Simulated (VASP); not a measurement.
# Ti2O (P1) in VASP: a series of runs, part 2 of 3

VASP 6.6.1. Earlier steps stand in the parts before.

## 3. Single point, LDA

Input file INCAR:

```
SYSTEM = Ti2O
PREC = Accurate
ENCUT = 520
EDIFF = 1E-7
ISMEAR = 1
SIGMA = 0.1
LREAL = .False.
LASPH = .True.
NELM = 80
ALGO = Normal
ISIF = 2
LWAVE = .False.
LCHARG = .True.
GGA = CA
LELF = .True.
LVHAR = .True.
NBANDS = 22
```

Input file KPOINTS:

```
Automatic mesh
0
Gamma
  7 7 4
  0 0 0
```

Input file POSCAR:

```
Ti2O
1.0
    2.9194000000      0.0000000000      0.0000000000
   -1.4597000000      2.5282750000      0.0000000000
    0.0000000000      0.0000000000      4.7130000000
Ti O
2 1
Direct
    0.6637758813      0.3319558954      0.2637347309
    0.3241998371      0.6742673019      0.7382781699
   -0.0055662664      0.0000992485      0.0018832802
```

Potentials or basis: VASP PAW LDA potentials, release 64 (Ti_sv, O).

The run is started by

```console
> cat potpaw_LDA.64/Ti_sv/POTCAR potpaw_LDA.64/O/POTCAR > POTCAR
> mpirun -np 1 vasp_std > vasp.out
```

OUTCAR:

```text
SYSTEM = Ti2O
   PREC = Accurate
   ENCUT = 520
   EDIFF = 1E-7
   ISMEAR = 1
   LREAL = .False.
   LASPH = .True.
   NELM = 80
   ISIF = 2
   GGA = CA

 ion  position               nearest neighbor table
   1  0.664  0.332  0.264-   3 2.08   3 2.09   3 2.09   2 2.79   2 2.79   2 2.82
   2  0.324  0.674  0.738-   3 2.07   3 2.10   3 2.11   1 2.79   1 2.79   1 2.82
   3  0.994  0.000  0.002-   2 2.07   1 2.08   1 2.09   1 2.09   2 2.10   2 2.11

  LATTYP: Found a hexagonal cell.
 ALAT       =     2.9194000000
 C/A-ratio  =     1.6143728163

  Lattice vectors:

 A1 = (   2.9194000000,   0.0000000000,   0.0000000000)
 A2 = (  -1.4597000000,   2.5282750000,   0.0000000000)
 A3 = (   0.0000000000,   0.0000000000,   4.7130000000)

Analysis of symmetry for initial positions (statically):
=====================================================================
 Subroutine PRICEL returns:
 Original cell was already a primitive cell.

 Routine SETGRP: Setting up the symmetry group for a
 hexagonal supercell.

 Subroutine GETGRP returns: Found  1 space group operations
 (whereof  1 operations were pure point group operations)
 out of a pool of 24 trial point group operations.

The static configuration has the point symmetry C_1 .

Analysis of symmetry for dynamics (positions and initial velocities):
=====================================================================
 Subroutine PRICEL returns:
 Original cell was already a primitive cell.

 Routine SETGRP: Setting up the symmetry group for a
 hexagonal supercell.

 Subroutine GETGRP returns: Found  1 space group operations
 (whereof  1 operations were pure point group operations)
 out of a pool of 24 trial point group operations.

The dynamic configuration has the point symmetry C_1 .

 Subroutine INISYM returns: Found  1 space group operations
 (whereof  1 operations are pure point group operations),
 and found     1 'primitive' translations

----------------------------------------------------------------------------------------

                                     Primitive cell

  volume of cell :      34.7869

  direct lattice vectors                    reciprocal lattice vectors
     2.919400000  0.000000000  0.000000000     0.342536138  0.197763297  0.000000000
    -1.459700000  2.528275000  0.000000000     0.000000000  0.395526594  0.000000000
     0.000000000  0.000000000  4.713000000     0.000000000  0.000000000  0.212179079

  length of vectors
     2.919400000  2.919400378  4.713000000     0.395526645  0.395526594  0.212179079

  position of ions in fractional coordinates (direct lattice)
     0.663775881  0.331955895  0.263734731
     0.324199837  0.674267302  0.738278170
     0.994433734  0.000099248  0.001883280

  ion indices of the primitive-cell ions
   primitive index   ion index
                 1           1
                 2           2
                 3           3

----------------------------------------------------------------------------------------

 KPOINTS: Automatic mesh

Automatic generation of k-mesh.
 Grid dimensions read from file:
 generate k-points for:    7    7    4

 Generating k-lattice:

  Cartesian coordinates                     Fractional coordinates (reciprocal lattice)
     0.048933734  0.028251900  0.000000000     0.142857143 -0.000000000  0.000000000
     0.000000000  0.056503799  0.000000000     0.000000000  0.142857143  0.000000000
     0.000000000  0.000000000  0.053044770     0.000000000  0.000000000  0.250000000

  Length of vectors
     0.056503806  0.056503799  0.053044770

  Shift w.r.t. Gamma in fractional coordinates (k-lattice)
     0.000000000  0.000000000  0.000000000

 Subroutine IBZKPT returns following result:
 ===========================================

 Found     99 irreducible k-points:

 Following reciprocal coordinates:
            Coordinates               Weight
  0.000000  0.000000  0.000000      1.000000
  0.142857  0.000000  0.000000      2.000000
  0.000000  0.142857  0.000000      2.000000
 -0.142857  0.142857  0.000000      2.000000
  0.285714  0.000000  0.000000      2.000000
  0.000000  0.285714  0.000000      2.000000
[... 16 lines left out ...]
  0.285714  0.285714  0.000000      2.000000
 -0.285714 -0.428571  0.000000      2.000000
 [... further k-points ...]
   k-points           NKPTS =     99   k-points in BZ     NKDIM =     99   number of bands    NBANDS=     22
   number of dos      NEDOS =    301   number of ions     NIONS =      3
   total plane-waves  NPLWV =  20736
   dimension x,y,z NGX =    24 NGY =   24 NGZ =   36
   dimension x,y,z NGXF=    48 NGYF=   48 NGZF=   72
   ions per type =               2   1
   NGX,Y,Z   is equivalent  to a cutoff of  13.67, 13.67, 12.70 a.u.
   NGXF,Y,Z  is equivalent  to a cutoff of  27.33, 27.33, 25.40 a.u.
 SYSTEM =  Ti2O
   PREC   = accura    normal or accurate (medium, high low for compatibility)
   ISTART =      0    job   : 0-new  1-cont  2-samecut
   ICHARG =      2    charge: 1-file 2-atom 10-const
   ISPIN  =      1    spin polarized calculation?
   LNONCOLLINEAR =      F non collinear calculations
   LSORBIT =      F    spin-orbit coupling
   LASPH  =      T    aspherical Exc in radial PAW
   ENCUT  =  520.0 eV  38.22 Ry    6.18 a.u.   5.43  5.43  8.76*2*pi/ulx,y,z
   NELM   =     80;   NELMIN=  2; NELMDL= -5     # of ELM steps
   EDIFF  = 0.1E-06   stopping-criterion for ELM
   LREAL  =      F    real-space projection
   EDIFFG = 0.1E-05   stopping-criterion for IOM
   NSW    =      0    number of steps for IOM
   IBRION =     -1    ionic relax: 0-MD 1-quasi-New 2-CG
   NFREE  =      0    steps in history (QN), initial steepest desc. (CG)
   ISIF   =      2    stress and relaxation
   ISYM   =      2    0-nonsym 1-usesym 2-fastsym
   POTIM  = 0.5000    time-step for ionic-motion
   TEBEG  =    0.0;   TEEND  =   0.0 temperature during run
   PSTRESS=    0.0 pullay stress
   NELECT =      30.0000    total number of electrons
   NUPDOWN=      -1.0000    fix difference up-down
   EMIN   =  10.00;   EMAX   =-10.00  energy-range for DOS
   EFERMI =   0.00;   METHOD = LEGACY
   ISMEAR =     1;   SIGMA  =   0.10  broadening in eV -4-tet -1-fermi 0-gaus
   EFERMI_NEDOS =   21; number of points for ismear=-14 and -15
   IALGO  =     38    algorithm
   IMIX   =      4    mixing-type and parameters
     AMIX     =   0.40;   BMIX     =  1.00
     AMIX_MAG =   1.60;   BMIX_MAG =  1.00
  volume/ion in A,a.u.               =      11.60        78.25
  Fermi-wavevector in a.u.,A,eV,Ry     =   1.558273  2.944708 33.037855  2.428214
  Thomas-Fermi vector in A             =   2.661801
   LORBIT       =      0    0 simple, 1 ext, 2 COOP (PROOUT), +10 PAW based schemes
   GGA     = CA    functional components
   LHFCALC =     F    Hartree Fock is set to
   AEXX    =    0.0000 exact exchange contribution
   IVDW    =     0    specifies the selected vdW correction
   LEPSILON=     F    determine dielectric tensor
   LRPA    =     F    only Hartree local field effects (RPA)
 non-spin polarized calculation
 Methfessel and Paxton  Order N= 1 SIGMA  =   0.10
  energy-cutoff  :      520.00
  volume of cell :       34.79
 maximum number of plane-waves:       966
 NGX is ok and might be reduce to    24
   NGX = 11   NGY = 11   NGZ = 17

 number of electron      29.9999996 magnetization

 Free energy of the ion-electron system (eV)
  ---------------------------------------------------
  ext. energy  EPLUGINS =         0.00000000
  ---------------------------------------------------
  free energy    TOTEN  =       -28.73874464 eV

  energy without entropy =      -28.73844491  energy(sigma->0) =      -28.73864473

 E-fermi :  10.1936     XC(G=0): -12.8852

 val. band max:       10.1768891711   @ k =   0.0000   0.0000   0.0000
 cond. band min:      10.2323760182   @ k =  -0.1429   0.1429   0.2500
 fundamental gap:      0.0554868472
 Fermi energy:        10.1936151127

 k-point     1 :       0.0000    0.0000    0.0000
  band No.  band energies     occupation
      1     -46.2651      2.00000
      2     -46.1106      2.00000
      3     -23.3900      2.00000
      4     -22.6129      2.00000
      5     -22.6038      2.00000
      6     -22.5216      2.00000
[... 14 lines left out ...]
     21      11.4454     -0.00000
     22      14.3416      0.00000
[... 552 lines left out ...]
  band No.  band energies     occupation
      1     -46.1058      2.00000
      2     -46.0749      2.00000
      3     -23.1860      2.00000
      4     -22.9922      2.00000
      5     -22.9152      2.00000
      6     -22.8552      2.00000
[... 14 lines left out ...]
     21      13.3999      0.00000
     22      14.5458      0.00000

 [... further k-points ...]
[... 5 lines left out ...]
  --------------------------------------------------------------------------------------
  -------------------------------------------------------------------------------------
  Total        0.1881022      0.2488020     -0.4491872      0.0376367      0.0624007     -0.0932139
  in kB        8.6634133     11.4590634    -20.6881935      1.7334312      2.8739857     -4.2931462
  external PRESSURE =      -0.1885723 kB  Pullay stress =       0.0000000 kB

 VOLUME and BASIS-vectors are now :
 -----------------------------------------------------------------------------
  energy-cutoff  :      520.00
  volume of cell :       34.79
      direct lattice vectors                 reciprocal lattice vectors
     2.919400000  0.000000000  0.000000000     0.342536138  0.197763297  0.000000000
    -1.459700000  2.528275000  0.000000000     0.000000000  0.395526594  0.000000000
     0.000000000  0.000000000  4.713000000     0.000000000  0.000000000  0.212179079

 POSITION                                       TOTAL-FORCE (eV/Angst)
 -----------------------------------------------------------------------------------
      1.45327      0.83928      1.24298        -0.058859      0.025316      0.076211
     -0.03776      1.70473      3.47951         0.123983     -0.106431     -0.024726
      2.90300      0.00025      0.00888        -0.065124      0.081116     -0.051485
 -----------------------------------------------------------------------------------
    total drift:                               -0.000220     -0.000020      0.000183

  FREE ENERGIE OF THE ION-ELECTRON SYSTEM (eV)
  ---------------------------------------------------
  free  energy   TOTEN  =       -28.7387446442 eV

  energy  without entropy=      -28.7384449103  energy(sigma->0) =      -28.73864473
```

OSZICAR:

```text
N       E                     dE             d eps       ncg     rms          rms(c)
DAV:   1     0.344839198829E+03    0.34484E+03   -0.15351E+04  4356   0.172E+03
DAV:   2     0.831971296506E+01   -0.33652E+03   -0.32194E+03  4602   0.483E+02
DAV:   3    -0.299960517420E+02   -0.38316E+02   -0.37485E+02  6824   0.145E+02
DAV:   4    -0.328412722155E+02   -0.28452E+01   -0.28323E+01  5714   0.354E+01
DAV:   5    -0.329446667508E+02   -0.10339E+00   -0.10338E+00  5858   0.596E+00    0.177E+01
DAV:   6    -0.289513673623E+02    0.39933E+01   -0.21288E+01  5710   0.457E+01    0.561E+00
DAV:   7    -0.287584621731E+02    0.19291E+00   -0.18392E+00  6168   0.108E+01    0.350E+00
DAV:   8    -0.287398461515E+02    0.18616E-01   -0.23552E-01  5910   0.486E+00    0.113E+00
DAV:   9    -0.287603784578E+02   -0.20532E-01   -0.18340E-01  5972   0.651E+00    0.140E+00
DAV:  10    -0.287379657374E+02    0.22413E-01   -0.96612E-02  6042   0.406E+00    0.410E-01
DAV:  11    -0.287387881573E+02   -0.82242E-03   -0.84738E-03  4706   0.879E-01    0.622E-02
DAV:  12    -0.287387363872E+02    0.51770E-04   -0.58724E-04  6726   0.295E-01    0.486E-02
DAV:  13    -0.287387478979E+02   -0.11511E-04   -0.11808E-04  5694   0.104E-01    0.157E-02
DAV:  14    -0.287387449201E+02    0.29778E-05   -0.93761E-06  6830   0.384E-02    0.530E-03
DAV:  15    -0.287387446623E+02    0.25772E-06   -0.15601E-06  4806   0.148E-02    0.241E-03
DAV:  16    -0.287387446442E+02    0.18103E-07   -0.14775E-07  3444   0.416E-03
   1 F= -.28738745E+02 E0= -.28738645E+02  d E =-.299734E-03
```

stdout:

```text
POSCAR found type information on POSCAR TiO
 POSCAR found :  2 types and       3 ions
 scaLAPACK will be used
 LDA part: xc-table for (Slater(with rela. corr.)+CA(PZ))
 , standard interpolation
 POSCAR, INCAR and KPOINTS ok, starting setup
 FFT: planning ... GRIDC
 FFT: planning ... GRID_SOFT
 FFT: planning ... GRID
 WAVECAR not read
 entering main loop
```

It took 1.9 min on 1 thread of Intel Xeon 8259CL, shared host; peak memory 0.19 GiB.

Results:

| Property | Result |
| --- | --- |
| Free energy | -28.7387 eV |
| Pressure | 0.0 GPa |
| Largest force | 0.165 eV/Å |
| Band gap on the k mesh | zero (bands 15 and 16 overlap by 0.53 eV) |

Forces in eV/Å, atoms in the order of the input:
```
Ti  -0.059  0.025  0.076
Ti   0.124 -0.106 -0.025
O   -0.065  0.081 -0.051
```

(Continued in part 3 of 3.)
